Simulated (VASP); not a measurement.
A run of VASP 6.6.1 is set up as follows.

The input INCAR:

```
SYSTEM = Ti
  ALGO = Normal
  EDIFF = 1E-7
  EDIFFG = -0.01
  ENCUT = 600
  GGA = PS
  IBRION = 2
  ISIF = 3
  ISMEAR = -1
  LASPH = .TRUE.
  LCHARG = .FALSE.
  LREAL = .FALSE.
  LWAVE = .FALSE.
  NELM = 100
  NSW = 60
  PREC = Accurate
  PSTRESS = 200.0
  SIGMA = 0.05
```

The input KPOINTS:

```
k-points
0
G
  7 7 9
  0 0 0
```

Contents of POSCAR:

```
Ti
1.0
    4.5673748306      0.0000000000      0.0000000000
   -2.2836874153      3.9554626319      0.0000000000
    0.0000000000      0.0000000000      2.8262442700
Ti
3
Direct
    0.6666666667      0.3333333333      0.5000000000
    0.3333333333      0.6666666667      0.5000000000
    0.0000000000      0.0000000000      0.0000000000
```

Potentials or basis: VASP PAW PBE potentials, release 64 (Ti_sv).

Command:

```bash
$ cat potpaw_PBE.64/Ti_sv/POTCAR > POTCAR
$ mpirun -np 1 vasp_std > vasp.out
```

Q: What does it give for the band gap on the k mesh?

A: Zero (bands 18 and 19 overlap by 0.43 eV).

Q: Estimate the relaxed volume.

A: 14.39 Å³/atom.

Q: What does it give for the space group after relaxing (to 0.1 Å)?

A: P6/mmm (No. 191).

Step by step:
| step | energy change (eV) | largest force (eV/Å) | pressure (GPa) | volume (Å³) |
| --- | --- | --- | --- | --- |
| 1 | 0.0000 | 0.0000 | -3.92 | 51.06 |
| 2 | 2.7541 | 0.0000 | 78.03 | 34.49 |
| 3 | 0.2766 | 0.0000 | 18.32 | 43.57 |
| 4 | 0.3174 | 0.0000 | 19.75 | 43.22 |
| 5 | 0.3360 | 0.0000 | 20.39 | 43.07 |
| 6 | 0.3112 | 0.0000 | 19.53 | 43.27 |
| 7 | 0.3152 | 0.0000 | 19.68 | 43.23 |
| 8 | 0.3300 | 0.0000 | 20.18 | 43.11 |
| 9 | 0.3248 | 0.0000 | 20.01 | 43.16 |

Caveat: the cell is relaxed towards a set pressure, so the run minimises the enthalpy, not the energy; the volume moved by over 15 % at a fixed basis, so the end points are rough; the PAW data sets were made with another functional, which shifts forces and pressure a little.
